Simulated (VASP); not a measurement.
Runs of VASP 6.6.1 on Ir. The structure is that of space group P6_3/mmc (No. 194), or close to it. The cells are those of the table. This isn't the form of Ir at room conditions, which is fcc.

```csv
cell,gap on the mesh (eV),pressure (GPa)
"a = 2.861, b = 2.861, c = 4.462 Å, angles 90.0, 90.0, 120.0°, 2 atoms",none,-27.5
"a = 2.751, b = 2.751, c = 4.819 Å, angles 90.0, 90.0, 120.0°, 2 atoms",none,-25.9
"a = 2.971, b = 2.971, c = 4.462 Å, angles 90.0, 90.0, 120.0°, 2 atoms",none,(b)
"a = 2.971, b = 2.971, c = 4.105 Å, angles 90.0, 90.0, 120.0°, 2 atoms",none,-18.1
"a = 2.971, b = 2.971, c = 4.284 Å, angles 90.0, 90.0, 120.0°, 2 atoms",none,(a)
```

Alike in all rows: task single point; level r2SCAN; potentials or basis VASP PAW PBE potentials, release 64 (Ir); no spin polarisation; k mesh 18 × 18 × 12; cutoff (eV) 520; smearing gaussian 0.15 eV.

Task: Fill in the values left out.

Result: (a) -30.6; (b) -39.3.

Caveats: the PAW data sets were made with another functional, which shifts forces and pressure a little; spin-orbit coupling is left out, which moves the levels of the heavy elements; the stress differs along the axes, from -30 to -22 GPa (at least some runs); the stress differs along the axes, from -38 to -20 GPa (at least some runs); the stress differs along the axes, from -42 to -34 GPa (at least some runs); the stress differs along the axes, from -28 to 1 GPa (at least some runs); the stress differs along the axes, from -36 to -19 GPa (at least some runs).

A k mesh can miss the band edges, and the runs leave out spin-orbit coupling on Ir.

A gap of «none» marks levels without a gap at the run's occupations.
